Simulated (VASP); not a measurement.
# Si (a cell with a defect): single point with LDA

The system is Si (a cell with a defect).

```
Si
1.0
    10.86000    0.00000    0.00000
     0.00000   10.86000    0.00000
     0.00000    0.00000   10.86000
Si
63
Direct
  0.49389 0.00276 0.99442
  0.62420 0.12486 0.12369
  0.75026 0.25017 0.00058
  0.87512 0.37478 0.12665
  0.75127 0.99911 0.25214
  0.88093 0.12300 0.38053
  0.99924 0.00011 0.00117
  0.12517 0.12475 0.12538
  0.24972 0.25048 0.00116
  0.37604 0.37689 0.12480
  0.49891 0.50270 0.99851
  0.62483 0.62515 0.12441
  0.74721 0.75105 0.99857
  0.87306 0.87424 0.12484
  0.24989 0.99998 0.25017
  0.37680 0.12564 0.37300
  0.50146 0.25141 0.24850
  0.62724 0.37448 0.37538
  0.74997 0.49983 0.24998
  0.87525 0.62289 0.37520
  0.49975 0.00107 0.49955
  0.62533 0.12463 0.62505
  0.75281 0.24833 0.50187
  0.88116 0.36888 0.62741
  0.75010 0.99990 0.74981
  0.87544 0.12456 0.87490
  0.99893 0.49996 0.00052
  0.12466 0.62466 0.12484
  0.24754 0.75335 0.99677
  0.37300 0.87712 0.12229
  0.00101 0.24859 0.25202
  0.12655 0.36881 0.38085
  0.25031 0.49781 0.25246
  0.37649 0.62532 0.37356
  0.49902 0.75102 0.24703
  0.62452 0.87323 0.37425
  0.01093 0.99665 0.51071
  0.15732 0.09570 0.64945
  0.25450 0.23996 0.50970
  0.37639 0.37629 0.62449
  0.50131 0.50093 0.49917
  0.62293 0.62708 0.62533
  0.74971 0.74881 0.49980
  0.87463 0.87433 0.62497
  0.36519 0.12704 0.86513
  0.49993 0.25028 0.74863
  0.62462 0.37546 0.87610
  0.75117 0.49827 0.75092
  0.87385 0.62520 0.87553
  0.99833 0.74875 0.24892
  0.12443 0.87351 0.37375
  0.00111 0.49737 0.50174
  0.12528 0.62451 0.62503
  0.24921 0.74955 0.49958
  0.36035 0.88961 0.62327
  0.01275 0.23715 0.75173
  0.12504 0.37473 0.87532
  0.24994 0.49965 0.74977
  0.37291 0.62812 0.87227
  0.49132 0.75830 0.74651
  0.62135 0.87717 0.87232
  0.99950 0.74940 0.74907
  0.12248 0.88053 0.86940
```

* Program: VASP 6.6.1
* Task: single point
* Functional: LDA
* Potentials or basis: VASP PAW LDA potentials, release 64 (Si)
* Cutoff: 520 eV
* k mesh: 1 × 1 × 1
* Occupations: gaussian, width 0.05 eV
* Spin: no spin polarisation

```json
{
 "Pressure": "-1.9 GPa",
 "Largest force": "0.299 eV/Å"
}
```

Forces on the atoms (eV/Å):
```
Si   0.006  0.032  0.005
Si   0.010 -0.031  0.006
Si   0.006 -0.003 -0.016
Si   0.026 -0.031 -0.011
Si  -0.011  0.062 -0.013
Si  -0.007 -0.001  0.009
Si   0.028  0.015 -0.031
Si  -0.002  0.007  0.006
Si  -0.018 -0.026 -0.037
Si   0.037 -0.028 -0.011
Si  -0.005 -0.004 -0.018
Si   0.004 -0.001  0.007
Si   0.004  0.008 -0.016
Si   0.019 -0.040 -0.009
Si  -0.010  0.005  0.006
Si   0.015  0.005  0.015
Si  -0.011  0.000 -0.011
Si  -0.004 -0.028  0.034
Si  -0.013  0.002 -0.016
Si   0.023  0.012  0.035
Si  -0.012  0.020  0.006
Si  -0.003  0.007 -0.001
Si  -0.001  0.009 -0.005
Si  -0.002 -0.006 -0.007
Si   0.003  0.001 -0.010
Si   0.021 -0.006  0.006
Si   0.006 -0.003 -0.020
Si   0.027 -0.010  0.018
Si  -0.021 -0.004  0.008
Si   0.020 -0.028  0.007
Si  -0.004  0.010 -0.016
Si   0.005  0.000  0.009
Si  -0.066  0.007 -0.014
Si   0.043  0.019  0.037
Si  -0.009  0.014 -0.001
Si  -0.013 -0.043  0.042
Si  -0.049  0.039 -0.060
Si  -0.148  0.134 -0.222
Si  -0.032  0.057 -0.055
Si   0.010 -0.023  0.006
Si  -0.013  0.001  0.006
Si   0.001  0.006  0.018
Si   0.001  0.014  0.010
Si   0.024 -0.011  0.008
Si   0.113 -0.013  0.143
Si  -0.035 -0.020 -0.037
Si  -0.009 -0.033  0.050
Si  -0.010  0.005 -0.053
Si   0.020  0.015  0.053
Si   0.008  0.014 -0.011
Si  -0.002 -0.024  0.019
Si  -0.005  0.004 -0.005
Si  -0.001  0.004  0.001
Si  -0.028  0.022  0.014
Si   0.027 -0.035  0.006
Si  -0.028  0.041 -0.033
Si   0.009 -0.025  0.008
Si  -0.006 -0.006 -0.007
Si   0.015  0.002  0.023
Si   0.004  0.000 -0.004
Si  -0.003 -0.024  0.022
Si   0.030  0.040 -0.042
Si   0.016 -0.126  0.148
```

Stress tensor (GPa, compression positive):
```
-2.01  0.86 -0.59
 0.86 -1.92  0.36
-0.59  0.36 -1.69
```

Levels at points of the mesh, in eV from the Fermi level:
| k point | band 124 | band 125 | band 126 | band 127 | band 128 | band 129 |
| --- | --- | --- | --- | --- | --- | --- |
| (0.00, 0.00, 0.00) | -0.81 | -0.74 | -0.01 | 0.01 | 0.10 | 0.13 |

It took 5 min on 1 thread of Intel(R) Xeon(R) Platinum 8488C (Sapphire Rapids), on a shared host, peak memory 0.68 GiB.

Caveat: the k points lie up to 0.58 Å⁻¹ apart.
